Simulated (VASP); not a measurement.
A run of VASP 6.6.1 is set up as follows.

INCAR

```
ALGO = Normal
EDIFF = 1E-6
ENCUT = 520
GGA = PE
ISIF = 2
ISMEAR = -1
LASPH = True
LCHARG = False
LDAU = True
LDAUJ = 0 0
LDAUL = 2 -1
LDAUPRINT = 1
LDAUTYPE = 2
LDAUU = 6 0
LMAXMIX = 4
LREAL = False
LWAVE = False
NBANDS = 15
NELM = 150
PREC = Accurate
SIGMA = 0.05
```

File KPOINTS:

```
k-points
0
Gamma
  8 8 8
```

POSCAR

```
PtSe
1.0
    0.0000000000      2.6505524691      2.6505524691
    2.6505524691      0.0000000000      2.6505524691
    2.6505524691      2.6505524691      0.0000000000
Pt Se
1 1
Direct
    0.5000000000      0.5000000000      0.5000000000
    0.0000000000      0.0000000000      0.0000000000
```

Potentials or basis: VASP PAW PBE potentials, release 64 (Pt, Se).

The run is started by

```bash
$ cat potpaw_PBE.64/Pt/POTCAR potpaw_PBE.64/Se/POTCAR > POTCAR
$ mpirun -np 1 vasp_std > vasp.out
```

What does it give for the band gap on the k mesh?

Zero (band 8 reaches 9.61 eV, above the bottom of band 9 at 5.25 eV).

Predict the pressure.

-5.9 GPa.

Eigenvalues of the final occupation matrices:
```tsv
site	spin	trace	eigenvalues
site 1 d	1	4.39	0.78 0.78 0.95 0.95 0.95
site 1 d	2	4.39	0.78 0.78 0.95 0.95 0.95
```

Caveat: spin-orbit coupling is left out, which moves the levels of the heavy elements; U without spin polarisation on a metal has little footing.
